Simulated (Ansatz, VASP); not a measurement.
# Rh in VASP and in Ansatz

Contents of POSCAR:

```
Rh
1.0
    2.7309790422      0.0000000000      0.0000000000
   -1.3654895211      2.3650972278      0.0000000000
    0.0000000000      0.0000000000      4.4284890000
Rh
2
Direct
    0.3333333333      0.6666666667      0.2500000000
    0.6666666667      0.3333333333      0.7500000000
```

Contents of INCAR.step1:

```
PREC = Accurate
ENCUT = 520
EDIFF = 1E-5
ISMEAR = -1
SIGMA = 0.05
LREAL = F
LASPH = T
NELM = 80
ALGO = Normal
ISIF = 2
LWAVE = T
LCHARG = F
NBANDS = 22
GGA = PE
```

INCAR.step2

```
PREC = Accurate
ENCUT = 520
EDIFF = 1E-7
ISMEAR = -1
SIGMA = 0.05
LREAL = F
LASPH = T
NELM = 80
ALGO = Normal
ISIF = 2
LWAVE = F
LCHARG = F
GGA = PE
LHFCALC = T
HFSCREEN = 0.2079
PRECFOCK = Normal
NBANDS = 22
ISTART = 1
```

Contents of KPOINTS:

```
regular mesh
0
Gamma
  6 6 3
```

input

```
crystal:
  lattice:
    - [2.7309790422, 0.0, 0.0]
    - [-1.3654895211, 2.3650972278, 0.0]
    - [0.0, 0.0, 4.428489]
  atoms:
    - { symbol: Rh, position: [0.3333333333, 0.6666666667, 0.25] }
    - { symbol: Rh, position: [0.6666666667, 0.3333333333, 0.75] }
hamiltonian:
  xc: hse06
  pseudopotentials: { kind: paw }
kpoints:
  mp_grid: { grid: [6, 6, 3] }
  band_path:
    path:
      - [[0.0, 0.0, 0.0], [0.5, 0.0, 0.0], [0.3333333333, 0.3333333333, 0.0], [0.0, 0.0, 0.0], [0.0, 0.0, 0.5], [0.5, 0.0, 0.5], [0.3333333333, 0.3333333333, 0.5], [0.0, 0.0, 0.5]]
      - [[0.5, 0.0, 0.5], [0.5, 0.0, 0.0]]
      - [[0.3333333333, 0.3333333333, 0.0], [0.3333333333, 0.3333333333, 0.5]]
    npoints: 4
scf:
  occupations: { method: fermi_dirac, width: 0.05 }
  n_extra_bands: 6
output:
  forces: true
  stress: true
  eigenvalues: true
  fatbands: false
```

Alike in both runs: functional HSE06; k mesh 6 × 6 × 3; occupations fermi-dirac, width 0.05 eV; no spin polarisation.

```csv
,VASP,Ansatz
version,VASP 6.6.1,Ansatz 0.2.0
potentials or method,"VASP PAW PBE potentials, release 64 (Rh_pv)",Ansatz PAW
plane-wave cutoff (eV),520,420
valence electrons in the cell,30,34
task,single point,band structure
```

|  | VASP | Ansatz | Ansatz less VASP |
| --- | --- | --- | --- |
| gap on the k mesh at the Fermi level (eV) | none | none | - |
| pressure (GPa) | -13.7 | -14.3 | -0.60 |
| traceless stress, the component that is largest in VASP (GPa) | -9.51 | -9.63 | -0.116 |

A gap of «none» marks a metal or a gap that the smearing closes. VASP's potentials hold 30 valence electrons a cell and Ansatz's 34, so a difference there can come from the potentials and not from the codes.

The k mesh is coarse, so the values compare programs but aren't converged.
